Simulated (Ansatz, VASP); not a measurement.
## One calculation of WSe2, two programs

```
Se W
1.0
     3.31430    0.00000    0.00000
    -1.65715    2.87027    0.00000
     0.00000    0.00000   32.73758
Se W
2 1
Direct
  0.33333 0.66667 0.44926
  0.33333 0.66667 0.55074
  0.66667 0.33333 0.50000
```

Alike in both runs: functional r2SCAN; k mesh 9 × 9 × 1; occupations gaussian, width 0.02 eV; no spin polarisation.

Ansatz relaxed the structure, and its values are those at the end. VASP's run is a single point on that final structure, the one shown.

|  | VASP | Ansatz |
| --- | --- | --- |
| version | VASP 6.6.1 | Ansatz 0.2.0 |
| potentials or method | VASP PAW PBE potentials, release 64 (Se, W_sv), cutoff 440 eV | scalar-relativistic, plane waves, PAW |
| valence electrons in the cell | 26 | 46 |

```tsv
	VASP	Ansatz	Ansatz less VASP
gap on the k mesh at the Fermi level (eV)	1.64	1.64	+0.002
least direct gap on the mesh (eV)	1.64	1.64	+0.002
rms of the force components (eV/Å)	0.021	0.000	-0.0211
```

VASP's potentials were made for PBE, not for r2SCAN. VASP's potentials hold 26 valence electrons a cell and Ansatz's 46, so a difference there can come from the potentials and not from the codes.

Neither program's run includes spin-orbit coupling.
